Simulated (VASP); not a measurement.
Input of a VASP 6.6.1 run:

The input POSCAR:

```
TiAl
1.0
    2.8672622327      0.0000000000      0.0000000000
   -1.4336311163      2.4831219328      0.0000000000
    0.0000000000      0.0000000000      4.6780830000
Ti Al
1 1
Direct
   -0.0097550000      0.0048560000      0.0113100000
    0.3481230000      0.6626870000      0.5163250000
```

The input INCAR.step1:

```
SYSTEM = TiAl
PREC = Accurate
ENCUT = 520
ISMEAR = -1
SIGMA = 0.05
LREAL = .FALSE.
LASPH = .TRUE.
NELM = 80
NBANDS = 14
GGA = PE
ALGO = Normal
EDIFF = 1E-4
LWAVE = .TRUE.
LCHARG = .FALSE.
```

File INCAR.step2:

```
SYSTEM = TiAl
PREC = Accurate
ENCUT = 520
EDIFF = 1E-6
ISMEAR = -1
SIGMA = 0.05
LREAL = .FALSE.
LASPH = .TRUE.
NELM = 80
ALGO = Normal
ISIF = 2
LWAVE = .FALSE.
LCHARG = .TRUE.
METAGGA = R2SCAN
LMIXTAU = .TRUE.
LELF = .TRUE.
LVHAR = .TRUE.
NBANDS = 14
ISTART = 1
```

KPOINTS

```
Automatic mesh
0
G
  12 12 7
  0 0 0
```

Potentials or basis: VASP PAW PBE potentials, release 64 (Ti_sv, Al).

The run is started by

```bash
$ cat potpaw_PBE.64/Ti_sv/POTCAR potpaw_PBE.64/Al/POTCAR > POTCAR
$ cp INCAR.step1 INCAR
$ mpirun -np 1 vasp_std > vasp.out
$ cp INCAR.step2 INCAR
$ mpirun -np 1 vasp_std > vasp.out
```

(1) Predict the largest force.

(2) Predict the pressure.

## Answers

(1) 0.239 eV/Å.

(2) -0.9 GPa.

Caveat: the PAW data sets were made with another functional, which shifts forces and pressure a little.
